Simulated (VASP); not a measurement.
BaTiO3: single point with LDA

The system is BaTiO3.

```
CELL_PARAMETERS angstrom
3.99980 0.00000 0.00000
0.00000 3.99980 0.00000
0.00000 0.00000 4.01800
ATOMIC_POSITIONS crystal
Ba 0.00000 0.00000 0.00000
Ti 0.50000 0.50000 0.49000
O 0.50000 0.50000 0.01900
O 0.50000 0.00000 0.51700
O 0.00000 0.50000 0.51700
```

```yaml
Program: VASP 6.6.1
Task: single point
Functional: LDA
Potentials_or_basis: VASP PAW LDA potentials, release 64 (Ba_sv, Ti_sv, O_h)
Cutoff: 910 eV
k_mesh: 5 × 5 × 5, shifted
Occupations: gaussian, width 0.01 eV
Spin: no spin polarisation
```

```json
{
  "Pressure": "-6.9 GPa",
  "Largest force": "0.373 eV/Å",
  "Band gap on the k mesh": "2.06 eV, indirect (least direct gap 2.51 eV)"
}
```

Forces on the atoms (eV/Å):
```
Ba   0.000  0.000  0.041
Ti   0.000  0.000 -0.153
O    0.000  0.000  0.373
O    0.000  0.000 -0.130
O    0.000  0.000 -0.130
```

Stress tensor (GPa, compression positive):
```
-7.10  0.00  0.00
 0.00 -7.10  0.00
 0.00  0.00 -6.38
```

Levels at points of the mesh, in eV from the valence-band top:
```
           k point  band 17  band 18  band 19  band 20  band 21  band 22  band 23  band 24
(0.50, 0.50, 0.50)    -2.43    -0.08    -0.08     0.00     4.14     4.14     4.14     6.47
```

Wall time 77 s on 1 thread of AMD EPYC 9R45 (Zen 5), with other jobs on the host, peak memory 0.23 GiB.

Caveat: the cutoff is under 1.25 times the usual one of these potentials, so pressure, stress and relaxed cells hold a basis-set (Pulay) error; spin-orbit coupling is left out, which moves the levels of the heavy elements. A k mesh can miss the band edges.
